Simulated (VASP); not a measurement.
Wanted: the native input for a VASP 6.6.1 run.

```yaml
Task: single point
Functional: PBEsol
Potentials_or_basis: VASP PAW PBE potentials, release 64 (Mg, S)
Cutoff: 520 eV
k_mesh: 10 × 10 × 10
Occupations: gaussian, width 0.05 eV
Spin: no spin polarisation
Dipole_correction: no
Further_INCAR_settings: ALGO = Normal; EDIFF = 1e-07; NBANDS = 11
```

The structure of MgS lies in POSCAR:

```
MgS
1.0
    0.0000000000      2.6102934190      2.6102934190
    2.6102934190      0.0000000000      2.6102934190
    2.6102934190      2.6102934190      0.0000000000
Mg S
1 1
Direct
    0.0000000000      0.0000000000      0.0000000000
    0.5000000000      0.5000000000      0.5000000000
```

These files were run (other wordings do the same):

INCAR

```
PREC = Accurate
ENCUT = 520
EDIFF = 1E-7
ISMEAR = 0
SIGMA = 0.05
LREAL = F
LASPH = T
NELM = 100
ALGO = Normal
ISIF = 2
LWAVE = F
LCHARG = F
GGA = PS
NBANDS = 11
```

KPOINTS

```
Automatic mesh
0
Gamma
  10 10 10
```

Potentials or basis: VASP PAW PBE potentials, release 64 (Mg, S).

Launch:

```sh
$ cat potpaw_PBE.64/Mg/POTCAR potpaw_PBE.64/S/POTCAR > POTCAR
$ mpirun -np 1 vasp_std > vasp.out
```

Results of the run:

```
Pressure               : -1.9 GPa
Band gap on the k mesh : 2.68 eV, indirect (least direct gap 3.52 eV)
```

Caveat: the PAW data sets were made with another functional, which shifts forces and pressure a little.

Run time: 8 s on 1 thread of Intel(R) Xeon(R) 6975P-C (Granite Rapids) (shared host), peak memory 0.16 GiB.
